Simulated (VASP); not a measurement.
# Fe (Fmmm) in VASP: notebook

Runs on Fe. Level: PBE. Tasks: electric field gradients.

Program: VASP 6.6.1. These are calculated values, not measurements. Logs are shortened: lines on timing, memory, paths and dates and some standing lists are left out, and cuts for length are marked.

## (1) The cell of the first run

The typed cell holds 1 atom: a = 2.749 Å, b = 2.456 Å, c = 2.453 Å, α = 68.11°, β = 55.99°, γ = 55.89°.

## (2) Electric field gradients, PBE, collinear spin, ferromagnetic start (zz strain of -1 %)

INCAR reads:

```
PREC     = Accurate       # precision mode
ENCUT    = 520            # plane-wave cutoff, eV
EDIFF    = 1E-8           # SCF threshold, eV
ISMEAR   = -1             # smearing method
SIGMA    = 0.05           # smearing width, eV
LREAL    = False          # projectors in reciprocal space
LASPH    = True           # aspherical terms in the spheres
NELM     = 150            # most SCF steps
ALGO     = Normal         # electronic algorithm
ISIF     = 2              # what is computed and relaxed
LWAVE    = False          # write WAVECAR
LCHARG   = False          # write CHGCAR
ISPIN    = 2              # spin polarisation
MAGMOM   = 3              # initial moments
LORBIT   = 11             # projections on sites
LMAXMIX  = 4              # l up to which the mixer works
GGA      = PE             # functional
LEFG     = True         
NBANDS   = 14             # bands
```

KPOINTS reads:

```
regular mesh
0
Gamma
  16 16 16
```

POSCAR reads:

```
Fe
1.0
    0.0000000000      1.9417396906      1.9454541107
    1.4984397099      0.0000000000      1.9454541107
    1.4984397099      1.9417396906      0.0000000000
Fe
1
Direct
    0.0000000000      0.0000000000      0.0000000000
```

Potentials or basis: VASP PAW PBE potentials, release 64 (Fe).

On the command line:

```console
$ cat potpaw_PBE.64/Fe/POTCAR > POTCAR
$ mpirun -np 1 vasp_std > vasp.out
```

OUTCAR:

```text
PREC = Accurate
   ENCUT = 520
   EDIFF = 1E-8
   ISMEAR = -1
   LREAL = False
   LASPH = True
   NELM = 150
   ISIF = 2
   ISPIN = 2
   LORBIT = 11
   GGA = PE

 ion  position               nearest neighbor table
   1  0.000  0.000  0.000-

  LATTYP: Found a face centered orthorhombic cell.
 ALAT       =     2.9968794198
 B/A-ratio  =     1.2958410524
 C/A-ratio  =     1.2983199109

  Lattice vectors:

 A1 = (   0.0000000000,   1.9417396906,   1.9454541107)
 A2 = (   1.4984397099,   0.0000000000,   1.9454541107)
 A3 = (   1.4984397099,   1.9417396906,   0.0000000000)

Analysis of symmetry for initial positions (statically):
=====================================================================
 Subroutine PRICEL returns:
 Original cell was already a primitive cell.

 Routine SETGRP: Setting up the symmetry group for a
 face centered orthorhombic supercell.

 Subroutine GETGRP returns: Found  8 space group operations
 (whereof  8 operations were pure point group operations)
 out of a pool of  8 trial point group operations.

The static configuration has the point symmetry D_2h.

Analysis of symmetry for dynamics (positions and initial velocities):
=====================================================================
 Subroutine PRICEL returns:
 Original cell was already a primitive cell.

 Routine SETGRP: Setting up the symmetry group for a
 face centered orthorhombic supercell.

 Subroutine GETGRP returns: Found  8 space group operations
 (whereof  8 operations were pure point group operations)
 out of a pool of  8 trial point group operations.

The dynamic configuration has the point symmetry D_2h.

Analysis of structural, dynamic, and magnetic symmetry:
=====================================================================
 Subroutine PRICEL returns:
 Original cell was already a primitive cell.

 Routine SETGRP: Setting up the symmetry group for a
 face centered orthorhombic supercell.

 Subroutine GETGRP returns: Found  8 space group operations
 (whereof  8 operations were pure point group operations)
 out of a pool of  8 trial point group operations.

The overall configuration has the point symmetry D_2h.

 Subroutine INISYM returns: Found  8 space group operations
 (whereof  8 operations are pure point group operations),
 and found     1 'primitive' translations

----------------------------------------------------------------------------------------

                                     Primitive cell

  volume of cell :      11.3209

  direct lattice vectors                    reciprocal lattice vectors
     0.000000000  1.941739691  1.945454111    -0.333680426  0.257501045  0.257009403
     1.498439710  0.000000000  1.945454111     0.333680426 -0.257501045  0.257009403
     1.498439710  1.941739691  0.000000000     0.333680426  0.257501045 -0.257009403

  length of vectors
     2.748662352  2.455628893  2.452687218     0.493663092  0.493663092  0.493663092

  position of ions in fractional coordinates (direct lattice)
     0.000000000  0.000000000  0.000000000

  ion indices of the primitive-cell ions
   primitive index   ion index
                 1           1

----------------------------------------------------------------------------------------

 KPOINTS: regular mesh

Automatic generation of k-mesh.
 Grid dimensions read from file:
 generate k-points for:   16   16   16

 Generating k-lattice:

  Cartesian coordinates                     Fractional coordinates (reciprocal lattice)
    -0.020855027  0.016093815  0.016063088     0.062500000  0.000000000  0.000000000
     0.020855027 -0.016093815  0.016063088     0.000000000  0.062500000 -0.000000000
     0.020855027  0.016093815 -0.016063088     0.000000000 -0.000000000  0.062500000

  Length of vectors
     0.030853943  0.030853943  0.030853943

  Shift w.r.t. Gamma in fractional coordinates (k-lattice)
     0.000000000  0.000000000  0.000000000

 Subroutine IBZKPT returns following result:
 ===========================================

 Found    621 irreducible k-points:

 Following reciprocal coordinates:
            Coordinates               Weight
  0.000000  0.000000  0.000000      1.000000
  0.062500 -0.000000 -0.000000      8.000000
  0.125000 -0.000000 -0.000000      8.000000
  0.187500 -0.000000 -0.000000      8.000000
  0.250000 -0.000000 -0.000000      8.000000
  0.312500 -0.000000  0.000000      8.000000
[... 16 lines left out ...]
 -0.125000  0.062500  0.000000      8.000000
 -0.062500  0.062500  0.000000      4.000000
 [... further k-points ...]
   k-points           NKPTS =    621   k-points in BZ     NKDIM =    621   number of bands    NBANDS=     14
   number of dos      NEDOS =    301   number of ions     NIONS =      1
   total plane-waves  NPLWV =   6480
   dimension x,y,z NGX =    20 NGY =   18 NGZ =   18
   dimension x,y,z NGXF=    40 NGYF=   36 NGZF=   36
   ions per type =               1
   NGX,Y,Z   is equivalent  to a cutoff of  12.10, 12.19, 12.20 a.u.
   NGXF,Y,Z  is equivalent  to a cutoff of  24.19, 24.37, 24.40 a.u.
 SYSTEM =  unknown system
   PREC   = accura    normal or accurate (medium, high low for compatibility)
   ISTART =      0    job   : 0-new  1-cont  2-samecut
   ICHARG =      2    charge: 1-file 2-atom 10-const
   ISPIN  =      2    spin polarized calculation?
   LNONCOLLINEAR =      F non collinear calculations
   LSORBIT =      F    spin-orbit coupling
   LASPH  =      T    aspherical Exc in radial PAW
   ENCUT  =  520.0 eV  38.22 Ry    6.18 a.u.   5.11  4.57  4.56*2*pi/ulx,y,z
   NELM   =    150;   NELMIN=  2; NELMDL= -5     # of ELM steps
   EDIFF  = 0.1E-07   stopping-criterion for ELM
   LREAL  =      F    real-space projection
   EDIFFG = 0.1E-06   stopping-criterion for IOM
   NSW    =      0    number of steps for IOM
   IBRION =     -1    ionic relax: 0-MD 1-quasi-New 2-CG
   NFREE  =      0    steps in history (QN), initial steepest desc. (CG)
   ISIF   =      2    stress and relaxation
   ISYM   =      2    0-nonsym 1-usesym 2-fastsym
   POTIM  = 0.5000    time-step for ionic-motion
   TEBEG  =    0.0;   TEEND  =   0.0 temperature during run
   PSTRESS=    0.0 pullay stress
   NELECT =       8.0000    total number of electrons
   NUPDOWN=      -1.0000    fix difference up-down
   EMIN   =  10.00;   EMAX   =-10.00  energy-range for DOS
   EFERMI =   0.00;   METHOD = LEGACY
   ISMEAR =    -1;   SIGMA  =   0.05  broadening in eV -4-tet -1-fermi 0-gaus
   EFERMI_NEDOS =   21; number of points for ismear=-14 and -15
   IALGO  =     38    algorithm
   IMIX   =      4    mixing-type and parameters
     AMIX     =   0.40;   BMIX     =  1.00
     AMIX_MAG =   1.60;   BMIX_MAG =  1.00
  volume/ion in A,a.u.               =      11.32        76.40
  Fermi-wavevector in a.u.,A,eV,Ry     =   1.458180  2.755560 28.929908  2.126288
  Thomas-Fermi vector in A             =   2.574894
   LORBIT       =     11    0 simple, 1 ext, 2 COOP (PROOUT), +10 PAW based schemes
   GGA     = PE    functional components
   LHFCALC =     F    Hartree Fock is set to
   AEXX    =    0.0000 exact exchange contribution
   IVDW    =     0    specifies the selected vdW correction
   LEPSILON=     F    determine dielectric tensor
   LRPA    =     F    only Hartree local field effects (RPA)
 spin polarized calculation
  energy-cutoff  :      520.00
  volume of cell :       11.32
 maximum number of plane-waves:       337
   NGX = 11   NGY =  9   NGZ =  9

 number of electron       8.0000000 magnetization       2.2098486

 Free energy of the ion-electron system (eV)
  ---------------------------------------------------
  ext. energy  EPLUGINS =         0.00000000
  ---------------------------------------------------
  free energy    TOTEN  =        -8.22473603 eV

  energy without entropy =       -8.21530611  energy(sigma->0) =       -8.22002107

 E-fermi :   5.8823     XC(G=0): -13.1351

 val. band max:        5.8822636314   @ k =  -0.3750   0.1250   0.0625
 cond. band min:       5.8834728042   @ k =   0.5000  -0.0000   0.4375
 fundamental gap:      0.0012091727
 Fermi energy:         5.8823240456

 spin component 1

 k-point     1 :       0.0000    0.0000    0.0000
  band No.  band energies     occupation
      1      -2.5983      1.00000
      2       3.4397      1.00000
      3       3.4542      1.00000
      4       3.8428      1.00000
      5       4.5172      1.00000
      6       4.9285      1.00000
      7      29.7697      0.00000
      8      31.4573      0.00000
      9      31.4988      0.00000
     10      35.5357      0.00000
     11      36.6835      0.00000
     12      36.8547      0.00000
     13      37.4435      0.00000
     14      37.4584      0.00000
[... 375 lines left out ...]
 k-point    24 :      -0.0625    0.0625    0.0000
  band No.  band energies     occupation
      1      -2.1420      1.00000
      2       3.4149      1.00000
      3       3.4911      1.00000
      4       3.9724      1.00000
      5       4.4195      1.00000
      6       4.8914      1.00000
      7      27.9638      0.00000
      8      29.5922      0.00000
      9      31.1811      0.00000
     10      34.4564      0.00000
     11      34.9842      0.00000
     12      36.8426      0.00000
     13      37.2354      0.00000
     14      39.3819      0.00000

 [... further k-points ...]

 spin component 2

 k-point     1 :       0.0000    0.0000    0.0000
  band No.  band energies     occupation
      1      -2.4191      1.00000
      2       5.2986      0.99999
      3       5.3227      0.99999
      4       5.9295      0.28013
      5       7.1477      0.00000
      6       7.7976      0.00000
      7      29.4942      0.00000
      8      31.2790      0.00000
      9      31.3267      0.00000
     10      35.9063      0.00000
     11      36.6918      0.00000
     12      37.9086      0.00000
     13      38.0896      0.00000
     14      38.1031      0.00000
[... 375 lines left out ...]
 k-point    24 :      -0.0625    0.0625    0.0000
  band No.  band energies     occupation
      1      -1.9599      1.00000
      2       5.2688      1.00000
      3       5.3636      0.99997
      4       6.0470      0.03578
      5       7.0111      0.00000
      6       7.7529      0.00000
      7      28.0481      0.00000
      8      29.7162      0.00000
      9      31.0757      0.00000
     10      34.9650      0.00000
     11      35.5179      0.00000
     12      37.2556      0.00000
     13      37.6558      0.00000
     14      40.0861      0.00000

 [... further k-points ...]

------------------------ aborting loop because EDIFF is reached ----------------------------------------

  FORCE on cell =-STRESS in cart. coord.  units (eV):
  Direction    XX          YY          ZZ          XY          YZ          ZX
  --------------------------------------------------------------------------------------
  -------------------------------------------------------------------------------------
  Total       -0.3052938      0.3239118      0.3049394      0.0000000      0.0000000      0.0000000
  in kB      -43.2063190     45.8412089     43.1561599      0.0000000      0.0000000      0.0000000
  external PRESSURE =      15.2636833 kB  Pullay stress =       0.0000000 kB

 VOLUME and BASIS-vectors are now :
 -----------------------------------------------------------------------------
  energy-cutoff  :      520.00
  volume of cell :       11.32
      direct lattice vectors                 reciprocal lattice vectors
     0.000000000  1.941739691  1.945454111    -0.333680426  0.257501045  0.257009403
     1.498439710  0.000000000  1.945454111     0.333680426 -0.257501045  0.257009403
     1.498439710  1.941739691  0.000000000     0.333680426  0.257501045 -0.257009403

 POSITION                                       TOTAL-FORCE (eV/Angst)
 -----------------------------------------------------------------------------------
      0.00000      0.00000      0.00000        -0.000000      0.000000      0.000000
 -----------------------------------------------------------------------------------
    total drift:                                0.000000      0.000000      0.000000

  FREE ENERGIE OF THE ION-ELECTRON SYSTEM (eV)
  ---------------------------------------------------
  free  energy   TOTEN  =        -8.2247360255 eV

  energy  without entropy=       -8.2153061099  energy(sigma->0) =       -8.22002107

 Electric field gradients (V/A^2)
---------------------------------------------------------------------
 ion       V_xx      V_yy      V_zz      V_xy      V_xz      V_yz
---------------------------------------------------------------------
   1       6.739    -3.296    -3.442     0.001     0.001     0.000
---------------------------------------------------------------------

 Electric field gradients after diagonalization (V/A^2)
 (convention: |V_zz| > |V_xx| > |V_yy|)
----------------------------------------------------------------------
 ion       V_xx      V_yy      V_zz     asymmetry (V_yy - V_xx)/ V_zz
----------------------------------------------------------------------
   1      -3.442    -3.296     6.739       0.022
----------------------------------------------------------------------

           NMR quadrupolar parameters

 Cq : quadrupolar parameter    Cq=e*Q*V_zz/h
 eta: asymmetry parameters     (V_yy - V_xx)/ V_zz
 Q  : nuclear electric quadrupole moment in mb (millibarn)
----------------------------------------------------------------------
 ion       Cq(MHz)       eta       Q (mb)
----------------------------------------------------------------------
   1       0.016       0.022       1.000
----------------------------------------------------------------------

 total charge

# of ion       s       p       d       tot
------------------------------------------
    1        0.490   0.545   6.242   7.276

 magnetization (x)

# of ion       s       p       d       tot
------------------------------------------
    1       -0.013  -0.054   2.272   2.205
```

Wall time 5.6 min (1 thread of Intel Xeon 8259CL, shared host); peak memory 0.26 GiB.

What came out:

* Free energy: -8.2247 eV
* Pressure: 1.5 GPa
* Net moment: 2.21 μB per cell
* Site moments: Fe +2.21 μB
* Largest electric field gradient by atom: Fe +6.7 V/Å²
* Valence electrons inside the program's atomic spheres: Fe 7.28

Electric field gradients, principal values (V/Å²):
```csv
atom,least,middle,greatest (by size)
1 Fe,-3.296,-3.442,6.739
```

Caveat: the cell differs from its parent crystal (zz strain of -1 %); without QUAD_EFG the Cq values of the log hold for a quadrupole moment of 1 mb, not for the nuclei.

[end of part 1 of 3]
